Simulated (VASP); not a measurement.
**C: single point with r2SCAN**

The system is C.

```xyz
2
Lattice="0.0000 1.8183 1.8183 1.8183 0.0000 1.8183 1.8183 1.8183 0.0000" Properties=species:S:1:pos:R:3 pbc="T T T"
C     2.7275    2.7275    2.7275
C     1.8183    1.8183    1.8183
```

```json
{
  "Program": "VASP 6.6.1",
  "Task": "single point",
  "Functional": "r2SCAN",
  "Potentials or basis": "VASP PAW PBE potentials, release 64 (C)",
  "Cutoff": "520 eV",
  "k mesh": "13 × 13 × 13",
  "Occupations": "fermi-dirac, width 0.05 eV",
  "Spin": "no spin polarisation",
  "Dipole correction": "no",
  "Further INCAR settings": "ALGO = Normal; EDIFF = 1e-07; NBANDS = 11"
}
```

```yaml
Pressure: -24.6 GPa
Band_gap_on_the_k_mesh: 4.21 eV, indirect (least direct gap 5.68 eV)
```

Levels at points of the mesh, in eV from the valence-band top:
```csv
k point,band 1,band 2,band 3,band 4,band 5,band 6,band 7,band 8
"(0.00, 0.00, 0.00)",-21.91,0.00,0.00,0.00,5.68,5.68,5.68,12.45
```

Wall time 30 s on 1 thread of Intel Xeon 6975P-C, with other jobs on the host, peak memory 0.12 GiB.

Caveat: the PAW data sets were made with another functional, which shifts forces and pressure a little. r2SCAN opens gaps a little over a GGA but as a rule still falls short of measured ones.
